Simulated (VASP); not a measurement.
# HfB2 (P6/mmm) in VASP: a series of runs

Runs on HfB2. Level: PBEsol. Tasks: single point.

Program: VASP 6.6.1. These are calculated values, not measurements. Logs are shortened: lines on timing, memory, paths and dates and some standing lists are left out, and cuts for length are marked.

**1. The cell of the first run**

The structure is hexagonal, space group P6/mmm (No. 191). Conventional cell: a = 3.054 Å, b = 3.054 Å, c = 3.385 Å, α = 90.00°, β = 90.00°, γ = 120.00°. Hf (site symmetry 6/mmm) has 12 B at 2.44 Å and 6 Hf at 3.05 Å within 3.2 Å. Within 2.3 Å of B (site symmetry -6m2) lie 3 B at 1.76 Å.

**2. Single point, PBEsol**

File INCAR:

```
PREC = Accurate
ENCUT = 520
EDIFF = 1E-7
ISMEAR = -1
SIGMA = 0.05
LREAL = F
LASPH = T
NELM = 60
ALGO = Normal
ISIF = 2
LWAVE = F
LCHARG = F
GGA = PS
NBANDS = 15
```

File KPOINTS:

```
regular mesh
0
Gamma
  11 11 8
```

File POSCAR:

```
HfB2
1.0
    3.0539289143      0.0000000000      0.0000000000
   -1.5269644572      2.6447802469      0.0000000000
    0.0000000000      0.0000000000      3.3846091152
Hf B
1 2
Direct
    0.0000000000      0.0000000000      0.0000000000
    0.3333333333      0.6666666667      0.5000000000
    0.6666666667      0.3333333333      0.5000000000
```

Potentials or basis: VASP PAW PBE potentials, release 64 (Hf_pv, B).

The run is started by

```
$ cat potpaw_PBE.64/Hf_pv/POTCAR potpaw_PBE.64/B/POTCAR > POTCAR
$ mpirun -np 1 vasp_std > vasp.out
```

OUTCAR:

```text
PREC = Accurate
   ENCUT = 520
   EDIFF = 1E-7
   ISMEAR = -1
   LREAL = F
   LASPH = T
   NELM = 60
   ISIF = 2
   GGA = PS

 ion  position               nearest neighbor table
   1  0.000  0.000  0.000-   2 2.44   3 2.44   2 2.44   3 2.44   3 2.44   3 2.44   2 2.44   2 2.44
                             3 2.44   3 2.44   2 2.44   2 2.44
   2  0.333  0.667  0.500-   3 1.76   3 1.76   3 1.76   1 2.44   1 2.44   1 2.44   1 2.44   1 2.44
                             1 2.44
   3  0.667  0.333  0.500-   2 1.76   2 1.76   2 1.76   1 2.44   1 2.44   1 2.44   1 2.44   1 2.44
                             1 2.44

  LATTYP: Found a hexagonal cell.
 ALAT       =     3.0539289143
 C/A-ratio  =     1.1082802548

  Lattice vectors:

 A1 = (   3.0539289143,   0.0000000000,   0.0000000000)
 A2 = (  -1.5269644572,   2.6447802469,   0.0000000000)
 A3 = (   0.0000000000,   0.0000000000,   3.3846091152)

Analysis of symmetry for initial positions (statically):
=====================================================================
 Subroutine PRICEL returns:
 Original cell was already a primitive cell.

 Routine SETGRP: Setting up the symmetry group for a
 hexagonal supercell.

 Subroutine GETGRP returns: Found 24 space group operations
 (whereof 24 operations were pure point group operations)
 out of a pool of 24 trial point group operations.

The static configuration has the point symmetry D_6h.

Analysis of symmetry for dynamics (positions and initial velocities):
=====================================================================
 Subroutine PRICEL returns:
 Original cell was already a primitive cell.

 Routine SETGRP: Setting up the symmetry group for a
 hexagonal supercell.

 Subroutine GETGRP returns: Found 24 space group operations
 (whereof 24 operations were pure point group operations)
 out of a pool of 24 trial point group operations.

The dynamic configuration has the point symmetry D_6h.

 Subroutine INISYM returns: Found 24 space group operations
 (whereof 24 operations are pure point group operations),
 and found     1 'primitive' translations

----------------------------------------------------------------------------------------

                                     Primitive cell

  volume of cell :      27.3374

  direct lattice vectors                    reciprocal lattice vectors
     3.053928914  0.000000000  0.000000000     0.327447045  0.189051624  0.000000000
    -1.526964457  2.644780247  0.000000000     0.000000000  0.378103247  0.000000000
     0.000000000  0.000000000  3.384609115     0.000000000  0.000000000  0.295455093

  length of vectors
     3.053928914  3.053929110  3.384609115     0.378103272  0.378103247  0.295455093

  position of ions in fractional coordinates (direct lattice)
     0.000000000  0.000000000  0.000000000
     0.333333333  0.666666667  0.500000000
     0.666666667  0.333333333  0.500000000

  ion indices of the primitive-cell ions
   primitive index   ion index
                 1           1
                 2           2
                 3           3

----------------------------------------------------------------------------------------

 KPOINTS: regular mesh

Automatic generation of k-mesh.
 Grid dimensions read from file:
 generate k-points for:   11   11    8

 Generating k-lattice:

  Cartesian coordinates                     Fractional coordinates (reciprocal lattice)
     0.029767913  0.017186511  0.000000000     0.090909091  0.000000000  0.000000000
     0.000000000  0.034373022  0.000000000     0.000000000  0.090909091  0.000000000
     0.000000000  0.000000000  0.036931887     0.000000000  0.000000000  0.125000000

  Length of vectors
     0.034373025  0.034373022  0.036931887

  Shift w.r.t. Gamma in fractional coordinates (k-lattice)
     0.000000000  0.000000000  0.000000000

 Subroutine IBZKPT returns following result:
 ===========================================

 Found     80 irreducible k-points:

 Following reciprocal coordinates:
            Coordinates               Weight
  0.000000  0.000000  0.000000      1.000000
  0.090909 -0.000000  0.000000      6.000000
  0.181818  0.000000  0.000000      6.000000
  0.272727 -0.000000  0.000000      6.000000
  0.363636 -0.000000  0.000000      6.000000
  0.454545 -0.000000  0.000000      6.000000
[... 16 lines left out ...]
  0.090909  0.090909  0.125000     12.000000
  0.181818  0.090909  0.125000     24.000000
 [... further k-points ...]
   k-points           NKPTS =     80   k-points in BZ     NKDIM =     80   number of bands    NBANDS=     15
   number of dos      NEDOS =    301   number of ions     NIONS =      3
   total plane-waves  NPLWV =  16128
   dimension x,y,z NGX =    24 NGY =   24 NGZ =   28
   dimension x,y,z NGXF=    48 NGYF=   48 NGZF=   56
   ions per type =               1   2
   NGX,Y,Z   is equivalent  to a cutoff of  13.06, 13.06, 13.75 a.u.
   NGXF,Y,Z  is equivalent  to a cutoff of  26.13, 26.13, 27.51 a.u.
 SYSTEM =  unknown system
   PREC   = accura    normal or accurate (medium, high low for compatibility)
   ISTART =      0    job   : 0-new  1-cont  2-samecut
   ICHARG =      2    charge: 1-file 2-atom 10-const
   ISPIN  =      1    spin polarized calculation?
   LNONCOLLINEAR =      F non collinear calculations
   LSORBIT =      F    spin-orbit coupling
   LASPH  =      T    aspherical Exc in radial PAW
   ENCUT  =  520.0 eV  38.22 Ry    6.18 a.u.   5.68  5.68  6.29*2*pi/ulx,y,z
   NELM   =     60;   NELMIN=  2; NELMDL= -5     # of ELM steps
   EDIFF  = 0.1E-06   stopping-criterion for ELM
   LREAL  =      F    real-space projection
   EDIFFG = 0.1E-05   stopping-criterion for IOM
   NSW    =      0    number of steps for IOM
   IBRION =     -1    ionic relax: 0-MD 1-quasi-New 2-CG
   NFREE  =      0    steps in history (QN), initial steepest desc. (CG)
   ISIF   =      2    stress and relaxation
   ISYM   =      2    0-nonsym 1-usesym 2-fastsym
   POTIM  = 0.5000    time-step for ionic-motion
   TEBEG  =    0.0;   TEEND  =   0.0 temperature during run
   PSTRESS=    0.0 pullay stress
   NELECT =      16.0000    total number of electrons
   NUPDOWN=      -1.0000    fix difference up-down
   EMIN   =  10.00;   EMAX   =-10.00  energy-range for DOS
   EFERMI =   0.00;   METHOD = LEGACY
   ISMEAR =    -1;   SIGMA  =   0.05  broadening in eV -4-tet -1-fermi 0-gaus
   EFERMI_NEDOS =   21; number of points for ismear=-14 and -15
   IALGO  =     38    algorithm
   IMIX   =      4    mixing-type and parameters
     AMIX     =   0.40;   BMIX     =  1.00
     AMIX_MAG =   1.60;   BMIX_MAG =  1.00
  volume/ion in A,a.u.               =       9.11        61.49
  Fermi-wavevector in a.u.,A,eV,Ry     =   1.369396  2.587784 25.514273  1.875246
  Thomas-Fermi vector in A             =   2.495275
   LORBIT       =      0    0 simple, 1 ext, 2 COOP (PROOUT), +10 PAW based schemes
   GGA     = PS    functional components
   LHFCALC =     F    Hartree Fock is set to
   AEXX    =    0.0000 exact exchange contribution
   IVDW    =     0    specifies the selected vdW correction
   LEPSILON=     F    determine dielectric tensor
   LRPA    =     F    only Hartree local field effects (RPA)
 non-spin polarized calculation
  energy-cutoff  :      520.00
  volume of cell :       27.34
 maximum number of plane-waves:       757
 NGX is ok and might be reduce to    24
   NGX = 11   NGY = 11   NGZ = 13

 number of electron      16.0000002 magnetization

 Free energy of the ion-electron system (eV)
  ---------------------------------------------------
  ext. energy  EPLUGINS =         0.00000000
  ---------------------------------------------------
  free energy    TOTEN  =       -27.75876406 eV

  energy without entropy =      -27.75769783  energy(sigma->0) =      -27.75823094

 E-fermi :   8.0533     XC(G=0): -13.0766

 val. band max:        7.9251860013   @ k =   0.0909   0.0909   0.2500
 cond. band min:       8.1824440643   @ k =   0.2727   0.1818   0.0000
 fundamental gap:      0.2572580629
 Fermi energy:         8.0533103478

 k-point     1 :       0.0000    0.0000    0.0000
  band No.  band energies     occupation
      1     -22.1104      2.00000
      2     -21.4809      2.00000
      3     -21.4809      2.00000
      4      -5.9757      2.00000
      5       4.9548      2.00000
      6       5.1522      2.00000
      7       5.1522      2.00000
      8       5.5151      2.00000
      9      12.6415      0.00000
     10      12.6415      0.00000
     11      13.3455      0.00000
     12      13.3455      0.00000
     13      13.5915      0.00000
     14      13.5915      0.00000
     15      13.8999      0.00000

 k-point     2 :       0.0909   -0.0000    0.0000
  band No.  band energies     occupation
      1     -22.0958      2.00000
      2     -21.5694      2.00000
      3     -21.5001      2.00000
      4      -5.7799      2.00000
      5       4.6557      2.00000
      6       5.1505      2.00000
      7       5.1575      2.00000
      8       5.3196      2.00000
      9      11.9742      0.00000
     10      12.4988      0.00000
     11      12.5003      0.00000
     12      12.8884      0.00000
     13      14.3052      0.00000
     14      14.8971      0.00000
     15      14.9899      0.00000

 k-point     3 :       0.1818    0.0000    0.0000
  band No.  band energies     occupation
      1     -22.0564      2.00000
      2     -21.7999      2.00000
      3     -21.5512      2.00000
      4      -5.2243      2.00000
      5       3.5058      2.00000
      6       4.8667      2.00000
      7       5.1269      2.00000
      8       5.5820      2.00000
      9      10.7703      0.00000
     10      12.1443      0.00000
     11      12.2297      0.00000
     12      12.9217      0.00000
     13      14.8899      0.00000
     14      15.8347      0.00000
     15      16.5807      0.00000

 k-point     4 :       0.2727   -0.0000    0.0000
  band No.  band energies     occupation
      1     -22.0880      2.00000
      2     -22.0044      2.00000
      3     -21.6172      2.00000
      4      -4.3844      2.00000
      5       2.1410      2.00000
      6       4.3797      2.00000
      7       5.0069      2.00000
      8       5.7459      2.00000
      9      10.6442      0.00000
     10      11.7300      0.00000
     11      12.0347      0.00000
     12      12.6697      0.00000
     13      15.0738      0.00000
     14      16.9958      0.00000
     15      18.8009      0.00000
[... 307 lines left out ...]
 k-point    22 :       0.4545   -0.0000    0.1250
  band No.  band energies     occupation
      1     -22.4763      2.00000
      2     -21.9773      2.00000
      3     -21.7062      2.00000
      4      -2.0889      2.00000
      5      -0.7207      2.00000
      6       4.1594      2.00000
      7       4.3930      2.00000
      8       5.0878      2.00000
      9      10.1247      0.00000
     10      11.8125      0.00000
     11      14.2783      0.00000
     12      14.5198      0.00000
     13      15.8240      0.00000
     14      17.0900      0.00000
     15      20.4268      0.00000

 k-point    23 :       0.0909    0.0909    0.1250
  band No.  band energies     occupation
      1     -22.1268      2.00000
      2     -21.7173      2.00000
      3     -21.5360      2.00000
      4      -5.1449      2.00000
      5       3.7944      2.00000
      6       4.0031      2.00000
      7       5.0093      2.00000
      8       6.6474      2.00000
      9       9.8377      0.00000
     10      11.4637      0.00000
     11      12.9508      0.00000
     12      13.9481      0.00000
     13      14.9432      0.00000
     14      15.1380      0.00000
     15      16.0677      0.00000

 k-point    24 :       0.1818    0.0909    0.1250
  band No.  band energies     occupation
      1     -22.0797      2.00000
      2     -21.9604      2.00000
      3     -21.6076      2.00000
      4      -4.4808      2.00000
      5       2.7519      2.00000
      6       3.8489      2.00000
      7       4.6227      2.00000
      8       6.7358      2.00000
      9       9.1125      0.00000
     10      12.0061      0.00000
     11      12.8494      0.00000
     12      13.7997      0.00000
     13      15.1683      0.00000
     14      15.9544      0.00000
     15      17.7722      0.00000

 [... further k-points ...]

------------------------ aborting loop because EDIFF is reached ----------------------------------------

  FORCE on cell =-STRESS in cart. coord.  units (eV):
  Direction    XX          YY          ZZ          XY          YZ          ZX
  --------------------------------------------------------------------------------------
  -------------------------------------------------------------------------------------
  Total        3.6084485      3.6084491      2.9763032     -0.0000000      0.0000000     -0.0000000
  in kB      211.4823172    211.4823533    174.4338302     -0.0000000      0.0000000     -0.0000000
  external PRESSURE =     199.1328336 kB  Pullay stress =       0.0000000 kB

 VOLUME and BASIS-vectors are now :
 -----------------------------------------------------------------------------
  energy-cutoff  :      520.00
  volume of cell :       27.34
      direct lattice vectors                 reciprocal lattice vectors
     3.053928914  0.000000000  0.000000000     0.327447045  0.189051624  0.000000000
    -1.526964457  2.644780247  0.000000000     0.000000000  0.378103247  0.000000000
     0.000000000  0.000000000  3.384609115     0.000000000  0.000000000  0.295455093

 POSITION                                       TOTAL-FORCE (eV/Angst)
 -----------------------------------------------------------------------------------
      0.00000      0.00000      0.00000        -0.000000      0.000000      0.000000
     -0.00000      1.76319      1.69230         0.000000     -0.000000     -0.000000
      1.52696      0.88159      1.69230        -0.000000      0.000000      0.000000
 -----------------------------------------------------------------------------------
    total drift:                               -0.000000      0.000000      0.000000

  FREE ENERGIE OF THE ION-ELECTRON SYSTEM (eV)
  ---------------------------------------------------
  free  energy   TOTEN  =       -27.7587640622 eV

  energy  without entropy=      -27.7576978253  energy(sigma->0) =      -27.75823094
```

Wall time 17 s (1 thread of AMD EPYC 9R45 (Zen 5), shared host); peak memory 0.14 GiB.

What came out:

```
Free energy            : -27.7588 eV
Pressure               : 19.9 GPa
Band gap on the k mesh : zero (band 8 reaches 8.83 eV, above the bottom of band 9 at 7.64 eV)
```

Stress tensor (GPa, compression positive):
```
21.15  0.00  0.00
 0.00 21.15  0.00
 0.00  0.00 17.44
```

Caveat: the PAW data sets were made with another functional, which shifts forces and pressure a little; spin-orbit coupling is left out, which moves the levels of the heavy elements.

**3. Single point, PBEsol**

This run uses another cell than the first one, of 9.51 Å³/atom, 1.043 times its volume.

File INCAR:

```
SYSTEM = HfB2
PREC = Accurate ; ENCUT = 520
EDIFF = 1E-6 ; ISMEAR = -1
SIGMA = 0.05 ; LREAL = .FALSE.
LASPH = .TRUE. ; NELM = 80
ALGO = Normal ; ISIF = 2
LWAVE = .FALSE. ; LCHARG = .FALSE.
GGA = PS ; NBANDS = 15
```

File KPOINTS:

```
Automatic mesh
0
G
  11 11 8
  0 0 0
```

File POSCAR:

```
HfB2
1.0
    3.0975623654      0.0000000000      0.0000000000
   -1.5487811827      2.6825679272      0.0000000000
    0.0000000000      0.0000000000      3.4329672075
Hf B
1 2
Direct
    0.0000000000      0.0000000000      0.0000000000
    0.3333333333      0.6666666667      0.5000000000
    0.6666666667      0.3333333333      0.5000000000
```

Potentials or basis: VASP PAW PBE potentials, release 64 (Hf_pv, B).

The run is started by

```
$ cat potpaw_PBE.64/Hf_pv/POTCAR potpaw_PBE.64/B/POTCAR > POTCAR
$ mpirun -np 1 vasp_std > vasp.out
```

Run time: 15 s. Hardware: 1 thread of AMD EPYC 9R45 (Zen 5), shared host; peak memory 0.13 GiB.

It converged, with:

```
Free energy            : -27.8556 eV
Pressure               : 6.5 GPa
Band gap on the k mesh : zero (band 8 reaches 8.46 eV, above the bottom of band 9 at 7.33 eV)
```

Stress tensor (GPa, compression positive):
```
7.29 0.00 0.00
0.00 7.29 0.00
0.00 0.00 4.90
```

Levels at points of the mesh, in eV from the Fermi level:
```
           k point  band 5  band 6  band 7  band 8  band 9  band 10  band 11  band 12
(0.00, 0.00, 0.00)   -3.00   -2.82   -2.82   -2.58    4.35     4.35     5.04     5.04
(0.00, 0.00, 0.50)   -8.39   -1.02   -1.02    0.45    0.45     1.16     1.16     2.46
```

Caveat: the PAW data sets were made with another functional, which shifts forces and pressure a little; spin-orbit coupling is left out, which moves the levels of the heavy elements.

(Part 1 of 2 ends here.)
